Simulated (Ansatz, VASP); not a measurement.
Two plane-wave programs on ZrC

```xyz
2
Lattice="0.0000 2.3248 2.3248 2.3248 0.0000 2.3248 2.3248 2.3248 0.0000" Properties=species:S:1:pos:R:3 pbc="T T T"
Zr    2.3248    2.3248    2.3248
C     0.0000    0.0000    0.0000
```

Alike in both runs: task single point; functional revPBE; dispersion D4; k mesh 8 × 8 × 8; occupations gaussian, width 0.05 eV; no spin polarisation.

|  | VASP | Ansatz |
| --- | --- | --- |
| version | VASP 6.6.1 | Ansatz 0.2.0 |
| potentials or method | VASP PAW PBE potentials, release 64 (Zr_sv, C), cutoff 520 eV | scalar-relativistic, plane waves, PAW |
| valence electrons in the cell | 16 | 16 |

Ansatz gave:

| Property | Result |
| --- | --- |
| gap on the k mesh at the Fermi level (eV) | none |
| pressure (GPa) | 4.8 |

Question: What did VASP give for the same quantities?

Answer: gap on the k mesh at the Fermi level (eV): none; pressure (GPa): 5.0.

VASP's potentials were made for PBE, not for revPBE. A gap of «none» marks a metal or a gap that the smearing closes.
